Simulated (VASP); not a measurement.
Write the native input for VASP 6.6.1 that does the following.

| Item | Value |
| --- | --- |
| Task | single point |
| Functional | PBE |
| Potentials or basis | VASP PAW PBE potentials, release 64 (B, As) |
| Cutoff | 520 eV |
| k mesh | 15 × 15 × 15 |
| Occupations | fermi-dirac, width 0.08 eV |
| Spin | no spin polarisation |
| Dipole correction | no |
| Further INCAR settings | ALGO = Normal; EDIFF = 1e-06; NBANDS = 11 |

The structure of BAs (rocksalt type) lies in POSCAR:

```
BAs
1.0
    0.0000000000      2.0684683848      2.0684683848
    2.0684683848      0.0000000000      2.0684683848
    2.0684683848      2.0684683848      0.0000000000
B As
1 1
Direct
    0.0000000000      0.0000000000      0.0000000000
    0.5000000000      0.5000000000      0.5000000000
```

This cell differs from its parent crystal: volume scaled by 0.72.

These files were run (other wordings do the same):

INCAR

```
SYSTEM = BAs
PREC = Accurate
ENCUT = 520
EDIFF = 1E-6
ISMEAR = -1
SIGMA = 0.08
LREAL = .False.
LASPH = .True.
NELM = 80
ALGO = Normal
ISIF = 2
LWAVE = .False.
LCHARG = .True.
GGA = PE
LELF = .True.
LVHAR = .True.
NBANDS = 11
```

KPOINTS

```
regular mesh
0
Gamma
  15 15 15
  0 0 0
```

Potentials or basis: VASP PAW PBE potentials, release 64 (B, As).

Command:

```sh
$ cat potpaw_PBE.64/B/POTCAR potpaw_PBE.64/As/POTCAR > POTCAR
$ mpirun -np 1 vasp_std > vasp.out
```

Results of the run:

The pressure is 85.9 GPa. The band gap on the k mesh is zero (band 4 reaches 13.14 eV, above the bottom of band 5 at 9.35 eV).

Run time: 11 s on 1 thread of Intel(R) Xeon(R) Platinum 8488C (Sapphire Rapids) (shared host), peak memory 0.15 GiB.
